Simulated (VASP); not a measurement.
# WS2 (P1) in VASP: further runs, part 2 of 2

VASP 6.6.1. Earlier steps stand in the parts before.

**4. Single point, PBE+D3(BJ) (dynamics (nvt langevin) at 1200 K, volume x 1.04, from the last frame before)**

Contents of INCAR:

```
SYSTEM = WS2
  ALGO = Normal
  EDIFF = 1E-6
  ENCUT = 520
  GGA = PE
  ISIF = 2
  ISMEAR = -1
  IVDW = 12
  LASPH = .True.
  LCHARG = .False.
  LREAL = Auto
  LWAVE = .False.
  NBANDS = 93
  NELM = 100
  PREC = Accurate
  SIGMA = 0.1034
```

Contents of KPOINTS:

```
Automatic mesh
0
Gamma
  2 2 2
  0.5 0.5 0.5
```

Contents of POSCAR:

```
WS2
1.0
   -6.3991163519      0.0000000000      0.0000000000
   -1.5997790880      0.9236328871      6.2444357483
   -1.5997790880      8.3126959837      0.0000000000
W S
6 12
Direct
    0.5005610768      0.0147843622     -0.0003183472
    0.6935514053     -0.0130176694      0.3301213653
    0.8371863698     -0.0319119306      0.6721965918
    0.0180989148     -0.0263561043     -0.0033749141
    0.1667729342     -0.0029232425      0.3470655018
    0.3492174448      0.0069567535      0.6564079240
    1.0034991010      0.2116855795      0.7425308527
    0.1659918541      0.2406798725      0.0809725456
    0.3738956101      0.2626455081      0.4065209383
    0.5085585905      0.2645617741      0.7451866467
    0.6956972826      0.2525656542      0.0551037902
    0.8168740212      0.2448722449      0.4404293082
    0.1306709073      0.7041465678      0.7776421856
    0.2775973383      0.7331184409      0.1458212474
    0.4632009678      0.7408028822      0.4613769230
    0.6507985003      0.7582531378      0.8128273280
    0.7594715177      0.7595227481      0.1330013528
    0.9484089913      0.7117334823      0.4725634808
```

Potentials or basis: VASP PAW PBE potentials, release 64 (W_sv, S).

The run is started by

```bash
$ cat potpaw_PBE.64/W_sv/POTCAR potpaw_PBE.64/S/POTCAR > POTCAR
$ mpirun -np 1 vasp_std > vasp.out
```

OUTCAR:

```text
SYSTEM = WS2
   EDIFF = 1E-6
   ENCUT = 520
   GGA = PE
   ISIF = 2
   ISMEAR = -1
   IVDW = 12
   LASPH = .True.
   LREAL = Auto
   NELM = 100
   PREC = Accurate
 IVDW          = 12

 ion  position               nearest neighbor table
   1  0.501  0.015  1.000-  17 2.33   8 2.34  11 2.37  16 2.42  10 2.45  14 2.59   4 3.17   3 3.19
                             2 3.22   6 3.24   4 3.25   5 3.29
   2  0.694  0.987  0.330-  17 2.35  12 2.41  18 2.41  15 2.42   9 2.44  11 2.63   5 3.08   3 3.17
                             4 3.17   6 3.19   1 3.22   5 3.33
   3  0.837  0.968  0.672-  16 2.09   7 2.33  13 2.40  12 2.40  18 2.48  10 2.55   6 3.10   5 3.14
[... 610 lines left out ...]
  Total      -3.47712    -8.10438   -10.29726     2.04797    -3.66755    -1.16319
  in kB     -16.77164   -39.09085   -49.66805     9.87822   -17.69016    -5.61055
  external pressure =      -35.18 kB  Pullay stress =        0.00 kB

 VOLUME and BASIS-vectors are now :
 -----------------------------------------------------------------------------
  energy-cutoff  :      520.00
  volume of cell :      332.17
      direct lattice vectors                 reciprocal lattice vectors
    -6.399116352  0.000000000  0.000000000    -0.156271576 -0.030074479 -0.035587238
    -1.599779088  0.923632887  6.244435748     0.000000000  0.000000000  0.160142572
    -1.599779088  8.312695984  0.000000000     0.000000000  0.120297916 -0.017793619

 POSITION                                       TOTAL-FORCE (eV/Angst)
 -----------------------------------------------------------------------------------
     -4.82607      8.32370      0.09232         0.414609     -0.688282     -0.962630
     -6.54519      3.65581      6.16315         1.411468     -0.123382      1.492177
     -7.98135      6.48192      6.04516        -3.411016     -3.443753      3.689037
     -3.26781      9.18393      6.07986         0.736602     -0.924234      0.385254
     -3.21753      3.80598      6.22618        -0.137034     -1.548381     -0.090206
     -3.29592      5.46294      0.04344        -0.444816      0.150181     -2.402036
[... 10 lines left out ...]
     -6.28779      1.80712      4.74279        -1.322444     -0.124572     -1.417254
     -7.96359      4.58566      4.44437        -0.727483      0.071638      1.612126
 -----------------------------------------------------------------------------------
    total drift:                                0.004962      0.000484     -0.006971

  FREE ENERGIE OF THE ION-ELECTRON SYSTEM (eV)
  ---------------------------------------------------
  free  energy   TOTEN  =      -145.6764914349 eV

  energy  without entropy=     -145.6744119244  energy(sigma->0) =     -145.67545168
```

OSZICAR:

```text
N       E                     dE             d eps       ncg     rms          rms(c)
DAV:   1     0.171703180315E+04    0.17170E+04   -0.81999E+04   792   0.167E+03
DAV:   2     0.192006601987E+01   -0.17151E+04   -0.16650E+04   850   0.468E+02
DAV:   3    -0.141516545254E+03   -0.14344E+03   -0.14064E+03   910   0.125E+02
DAV:   4    -0.146843913714E+03   -0.53274E+01   -0.52867E+01   912   0.235E+01
DAV:   5    -0.147007837925E+03   -0.16392E+00   -0.16352E+00   960   0.426E+00    0.626E+01
DAV:   6    -0.139677857582E+03    0.73300E+01   -0.46910E+01   939   0.236E+01    0.297E+01
DAV:   7    -0.138965696516E+03    0.71216E+00   -0.16134E+01   912   0.128E+01    0.124E+01
DAV:   8    -0.138384865816E+03    0.58083E+00   -0.34551E+00   976   0.683E+00    0.428E+00
DAV:   9    -0.138307970420E+03    0.76895E-01   -0.73879E-01   968   0.320E+00    0.208E+00
DAV:  10    -0.138304000380E+03    0.39700E-02   -0.65528E-02   944   0.126E+00    0.126E+00
DAV:  11    -0.138303431591E+03    0.56879E-03   -0.23324E-02   952   0.778E-01    0.508E-01
DAV:  12    -0.138302901921E+03    0.52967E-03   -0.89622E-03   976   0.559E-01    0.215E-01
DAV:  13    -0.138302898737E+03    0.31847E-05   -0.10731E-03   952   0.177E-01    0.960E-02
DAV:  14    -0.138302939927E+03   -0.41191E-04   -0.27461E-04   976   0.942E-02    0.571E-02
DAV:  15    -0.138302968395E+03   -0.28467E-04   -0.10700E-04   960   0.620E-02    0.262E-02
DAV:  16    -0.138302981676E+03   -0.13282E-04   -0.22849E-05   872   0.236E-02    0.987E-03
DAV:  17    -0.138302982528E+03   -0.85205E-06   -0.15366E-06   568   0.606E-03
   1 F= -.14567649E+03 E0= -.14567545E+03  d E =-.207951E-02
```

Wall time 3.9 min (1 thread of Intel Xeon Platinum 8259CL at 2.50GHz (Skylake/Cascade Lake), shared host); peak memory 0.39 GiB.

Results:

- Free energy: -145.6765 eV
- Pressure: -3.5 GPa
- Largest force: 7.023 eV/Å
- Band gap on the k mesh: 1.43 eV, indirect (least direct gap 1.55 eV)
- Dispersion energy per atom: -0.410 eV

Forces on the atoms (eV/Å):
```
W    0.415 -0.688 -0.963
W    1.411 -0.123  1.492
W   -3.411 -3.444  3.689
W    0.737 -0.924  0.385
W   -0.137 -1.548 -0.090
W   -0.445  0.150 -2.402
S   -1.033  0.723  1.282
S    0.416  0.926 -0.020
S    1.631  0.079 -1.434
S    0.272  0.098 -1.242
S   -0.093  1.742 -0.579
S   -1.496 -1.432 -0.646
S   -1.307  1.665  1.679
S   -0.831  0.088  1.000
S    0.072  0.796  1.020
S    5.848  1.946 -3.367
S   -1.322 -0.125 -1.417
S   -0.727  0.072  1.612
```

Levels at points of the mesh, in eV from the valence-band top:
| k point | band 74 | band 75 | band 76 | band 77 | band 78 | band 79 | band 80 | band 81 | band 82 | band 83 |
| --- | --- | --- | --- | --- | --- | --- | --- | --- | --- | --- |
| (0.25, 0.25, 0.25) | -0.97 | -0.81 | -0.68 | -0.29 | -0.05 | 1.53 | 1.84 | 1.90 | 2.05 | 2.22 |

Caveat: spin-orbit coupling is left out, which moves the levels of the heavy elements; forces of over 1 eV/Å act on the atoms, so gaps and moduli don't describe the material at rest. A k mesh can miss the band edges.
